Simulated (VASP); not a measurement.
# Au (Immm) in VASP: single point with LDA

Aim: the single point of Au with LDA.

Everything below comes from runs of VASP 6.6.1. Logs are shortened: lines on timing, memory, paths and dates and some standing lists are left out, and cuts for length are marked.

## 1. The cell of the first run

It takes space group Immm (No. 71, orthorhombic). The conventional cell has a = 2.730 Å, b = 3.055 Å, c = 4.091 Å, α = 90.00°, β = 90.00°, γ = 90.00°. Within 3.6 Å of Au (site symmetry mmm) lie 12 Au at 2.73 to 3.06 Å.

## 2. Single point, LDA (strain +0.1125 x Voigt [0, 0, 0, 1, 0, 0])

File INCAR:

```
SYSTEM = Au
PREC = Accurate
ENCUT = 520
EDIFF = 1E-6
ISMEAR = 0
SIGMA = 0.15
LREAL = .FALSE.
LASPH = .TRUE.
NELM = 100
ALGO = Normal
ISIF = 2
LWAVE = .FALSE.
LCHARG = .FALSE.
GGA = CA
NBANDS = 12
```

File KPOINTS:

```
regular mesh
0
G
  20 20 20
  0 0 0
```

File POSCAR:

```
Au
1.0
    0.0000000000      2.1605593750      2.1605593750
    2.0455000000      0.1150593750      2.0455000000
    2.0455000000      2.0455000000      0.1150593750
Au
1
Direct
    0.0000000000      0.0000000000      0.0000000000
```

Potentials or basis: VASP PAW LDA potentials, release 64 (Au).

Launch:

```
$ cat potpaw_LDA.64/Au/POTCAR > POTCAR
$ mpirun -np 1 vasp_std > vasp.out
```

OUTCAR:

```text
SYSTEM = Au
   PREC = Accurate
   ENCUT = 520
   EDIFF = 1E-6
   ISMEAR = 0
   LREAL = .FALSE.
   LASPH = .TRUE.
   NELM = 100
   ISIF = 2
   GGA = CA

 ion  position               nearest neighbor table
   1  0.000  0.000  0.000-

  LATTYP: Found a body centered orthorhombic cell.
 ALAT       =     2.7300553132
 B/A-ratio  =     1.1192052980
 C/A-ratio  =     1.4985044370

  Lattice vectors:

 A1 = (  -2.0455000000,   2.0455000000,   0.1150593750)
 A2 = (  -2.0455000000,  -2.0455000000,  -0.1150593750)
 A3 = (   2.0455000000,   0.1150593750,   2.0455000000)

Analysis of symmetry for initial positions (statically):
=====================================================================
 Subroutine PRICEL returns:
 Original cell was already a primitive cell.

 Routine SETGRP: Setting up the symmetry group for a
 body centered orthorhombic supercell.

 Subroutine GETGRP returns: Found  8 space group operations
 (whereof  8 operations were pure point group operations)
 out of a pool of  8 trial point group operations.

The static configuration has the point symmetry D_2h.

Analysis of symmetry for dynamics (positions and initial velocities):
=====================================================================
 Subroutine PRICEL returns:
 Original cell was already a primitive cell.

 Routine SETGRP: Setting up the symmetry group for a
 body centered orthorhombic supercell.

 Subroutine GETGRP returns: Found  8 space group operations
 (whereof  8 operations were pure point group operations)
 out of a pool of  8 trial point group operations.

The dynamic configuration has the point symmetry D_2h.

 Subroutine INISYM returns: Found  8 space group operations
 (whereof  8 operations are pure point group operations),
 and found     1 'primitive' translations

----------------------------------------------------------------------------------------

                                     Primitive cell

  volume of cell :      17.0629

  direct lattice vectors                    reciprocal lattice vectors
     0.000000000  2.160559375  2.160559375    -0.244439012  0.231421550  0.231421550
     2.045500000  0.115059375  2.045500000     0.244439012 -0.259008225  0.259008225
     2.045500000  2.045500000  0.115059375     0.244439012  0.259008225 -0.259008225

  length of vectors
     3.055492370  2.895061167  2.895061167     0.408487819  0.440364567  0.440364567

  position of ions in fractional coordinates (direct lattice)
     0.000000000  0.000000000  0.000000000

  ion indices of the primitive-cell ions
   primitive index   ion index
                 1           1

----------------------------------------------------------------------------------------

 KPOINTS: regular mesh

Automatic generation of k-mesh.
 Grid dimensions read from file:
 generate k-points for:   20   20   20

 Generating k-lattice:

  Cartesian coordinates                     Fractional coordinates (reciprocal lattice)
    -0.012221951  0.011571078  0.011571078     0.050000000 -0.000000000 -0.000000000
     0.012221951 -0.012950411  0.012950411     0.000000000  0.050000000 -0.000000000
     0.012221951  0.012950411 -0.012950411     0.000000000 -0.000000000  0.050000000

  Length of vectors
     0.020424391  0.022018228  0.022018228

  Shift w.r.t. Gamma in fractional coordinates (k-lattice)
     0.000000000  0.000000000  0.000000000

 Subroutine IBZKPT returns following result:
 ===========================================

 Found   1166 irreducible k-points:

 Following reciprocal coordinates:
            Coordinates               Weight
  0.000000  0.000000  0.000000      1.000000
  0.050000  0.000000 -0.000000      4.000000
  0.100000  0.000000  0.000000      4.000000
  0.150000  0.000000  0.000000      4.000000
  0.200000  0.000000  0.000000      4.000000
  0.250000  0.000000 -0.000000      4.000000
[... 16 lines left out ...]
 -0.450000  0.050000  0.000000      8.000000
 -0.400000  0.050000  0.000000      8.000000
 [... further k-points ...]
   k-points           NKPTS =   1166   k-points in BZ     NKDIM =   1166   number of bands    NBANDS=     12
   number of dos      NEDOS =    301   number of ions     NIONS =      1
   total plane-waves  NPLWV =  13824
   dimension x,y,z NGX =    24 NGY =   24 NGZ =   24
   dimension x,y,z NGXF=    48 NGYF=   48 NGZF=   48
   ions per type =               1
   NGX,Y,Z   is equivalent  to a cutoff of  13.06, 13.78, 13.78 a.u.
   NGXF,Y,Z  is equivalent  to a cutoff of  26.12, 27.56, 27.56 a.u.
 SYSTEM =  Au
   PREC   = accura    normal or accurate (medium, high low for compatibility)
   ISTART =      0    job   : 0-new  1-cont  2-samecut
   ICHARG =      2    charge: 1-file 2-atom 10-const
   ISPIN  =      1    spin polarized calculation?
   LNONCOLLINEAR =      F non collinear calculations
   LSORBIT =      F    spin-orbit coupling
   LASPH  =      T    aspherical Exc in radial PAW
   ENCUT  =  520.0 eV  38.22 Ry    6.18 a.u.   5.68  5.38  5.38*2*pi/ulx,y,z
   NELM   =    100;   NELMIN=  2; NELMDL= -5     # of ELM steps
   EDIFF  = 0.1E-05   stopping-criterion for ELM
   LREAL  =      F    real-space projection
   EDIFFG = 0.1E-04   stopping-criterion for IOM
   NSW    =      0    number of steps for IOM
   IBRION =     -1    ionic relax: 0-MD 1-quasi-New 2-CG
   NFREE  =      0    steps in history (QN), initial steepest desc. (CG)
   ISIF   =      2    stress and relaxation
   ISYM   =      2    0-nonsym 1-usesym 2-fastsym
   POTIM  = 0.5000    time-step for ionic-motion
   TEBEG  =    0.0;   TEEND  =   0.0 temperature during run
   PSTRESS=    0.0 pullay stress
   NELECT =      11.0000    total number of electrons
   NUPDOWN=      -1.0000    fix difference up-down
   EMIN   =  10.00;   EMAX   =-10.00  energy-range for DOS
   EFERMI =   0.00;   METHOD = LEGACY
   ISMEAR =     0;   SIGMA  =   0.15  broadening in eV -4-tet -1-fermi 0-gaus
   EFERMI_NEDOS =   21; number of points for ismear=-14 and -15
   IALGO  =     38    algorithm
   IMIX   =      4    mixing-type and parameters
     AMIX     =   0.40;   BMIX     =  1.00
     AMIX_MAG =   1.60;   BMIX_MAG =  1.00
  volume/ion in A,a.u.               =      17.06       115.15
  Fermi-wavevector in a.u.,A,eV,Ry     =   1.414235  2.672517 27.212490  2.000062
  Thomas-Fermi vector in A             =   2.535798
   LORBIT       =      0    0 simple, 1 ext, 2 COOP (PROOUT), +10 PAW based schemes
   GGA     = CA    functional components
   LHFCALC =     F    Hartree Fock is set to
   AEXX    =    0.0000 exact exchange contribution
   IVDW    =     0    specifies the selected vdW correction
   LEPSILON=     F    determine dielectric tensor
   LRPA    =     F    only Hartree local field effects (RPA)
 non-spin polarized calculation
 Gauss-broadening in eV      SIGMA  =   0.15
  energy-cutoff  :      520.00
  volume of cell :       17.06
 maximum number of plane-waves:       483
   NGX = 11   NGY = 11   NGZ = 11

 number of electron      10.9999999 magnetization

 Free energy of the ion-electron system (eV)
  ---------------------------------------------------
  ext. energy  EPLUGINS =         0.00000000
  ---------------------------------------------------
  free energy    TOTEN  =        -4.41793109 eV

  energy without entropy =       -4.41509187  energy(sigma->0) =       -4.41651148

 E-fermi :   9.2134     XC(G=0): -12.9675

 val. band max:        9.1931166782   @ k =   0.3500   0.5000   0.1500
 cond. band min:       9.2324953541   @ k =   0.2500   0.5000   0.1000
 fundamental gap:      0.0393786759
 Fermi energy:         9.2134424893

 k-point     1 :       0.0000    0.0000    0.0000
  band No.  band energies     occupation
      1      -0.6486      2.00000
      2       4.0704      2.00000
      3       4.2513      2.00000
      4       5.1131      2.00000
      5       6.1809      2.00000
      6       6.2209      2.00000
      7      23.4570      0.00000
      8      25.9508      0.00000
      9      28.0178      0.00000
     10      29.6554      0.00000
     11      32.5255      0.00000
     12      35.8091      0.00000

 k-point     2 :       0.0500    0.0000   -0.0000
  band No.  band energies     occupation
      1      -0.5700      2.00000
      2       4.0737      2.00000
      3       4.2462      2.00000
      4       5.1382      2.00000
      5       6.1778      2.00000
      6       6.2125      2.00000
      7      23.5046      0.00000
      8      25.6566      0.00000
      9      27.9476      0.00000
     10      29.7454      0.00000
     11      33.0041      0.00000
     12      34.9052      0.00000

 k-point     3 :       0.1000    0.0000    0.0000
  band No.  band energies     occupation
      1      -0.3398      2.00000
      2       4.0716      2.00000
      3       4.2466      2.00000
      4       5.2040      2.00000
      5       6.1781      2.00000
      6       6.1950      2.00000
      7      23.4661      0.00000
      8      24.9321      0.00000
      9      28.0477      0.00000
     10      30.0051      0.00000
     11      33.1285      0.00000
     12      33.9424      0.00000
[... 286 lines left out ...]
 k-point    23 :      -0.4500    0.0500    0.0000
  band No.  band energies     occupation
      1       1.7845      2.00000
      2       4.1174      2.00000
      3       5.0521      2.00000
      4       6.5945      2.00000
      5       7.0494      2.00000
      6       8.3809      2.00000
      7      11.9378      0.00000
      8      23.6720      0.00000
      9      26.5160      0.00000
     10      27.6243      0.00000
     11      33.8258      0.00000
     12      34.8965      0.00000

 k-point    24 :      -0.4000    0.0500    0.0000
  band No.  band energies     occupation
      1       1.7625      2.00000
      2       4.1515      2.00000
      3       5.0846      2.00000
      4       6.2009      2.00000
      5       6.8505      2.00000
      6       7.8169      2.00000
      7      13.2263      0.00000
      8      23.8640      0.00000
      9      26.8186      0.00000
     10      28.0089      0.00000
     11      32.9973      0.00000
     12      34.6841      0.00000

 [... further k-points ...]
[... 5 lines left out ...]
  --------------------------------------------------------------------------------------
  -------------------------------------------------------------------------------------
  Total       -0.5735135     -0.1822221     -0.1822221     -0.0000000     -0.4891110     -0.0000000
  in kB      -53.8520289    -17.1103720    -17.1103720     -0.0000000    -45.9267682     -0.0000000
  external PRESSURE =     -29.3575910 kB  Pullay stress =       0.0000000 kB

 VOLUME and BASIS-vectors are now :
 -----------------------------------------------------------------------------
  energy-cutoff  :      520.00
  volume of cell :       17.06
      direct lattice vectors                 reciprocal lattice vectors
     0.000000000  2.160559375  2.160559375    -0.244439012  0.231421550  0.231421550
     2.045500000  0.115059375  2.045500000     0.244439012 -0.259008225  0.259008225
     2.045500000  2.045500000  0.115059375     0.244439012  0.259008225 -0.259008225

 POSITION                                       TOTAL-FORCE (eV/Angst)
 -----------------------------------------------------------------------------------
      0.00000      0.00000      0.00000         0.000000      0.000000      0.000000
 -----------------------------------------------------------------------------------
    total drift:                               -0.000000      0.000000     -0.000000

  FREE ENERGIE OF THE ION-ELECTRON SYSTEM (eV)
  ---------------------------------------------------
  free  energy   TOTEN  =        -4.4179310938 eV

  energy  without entropy=       -4.4150918676  energy(sigma->0) =       -4.41651148
```

Run time: 62 s. Hardware: 1 thread of Intel Xeon Platinum 8559C (Emerald Rapids), shared host; peak memory 0.33 GiB.

Results:

```yaml
Free_energy: -4.4179 eV
Pressure: -2.9 GPa
```

Stress tensor (GPa, compression positive):
```
-5.39  0.00  0.00
 0.00 -1.71 -4.59
 0.00 -4.59 -1.71
```

Caveat: the cell differs from its parent crystal (strain +0.1125 x Voigt [0, 0, 0, 1, 0, 0]); spin-orbit coupling is left out, which moves the levels of the heavy elements.
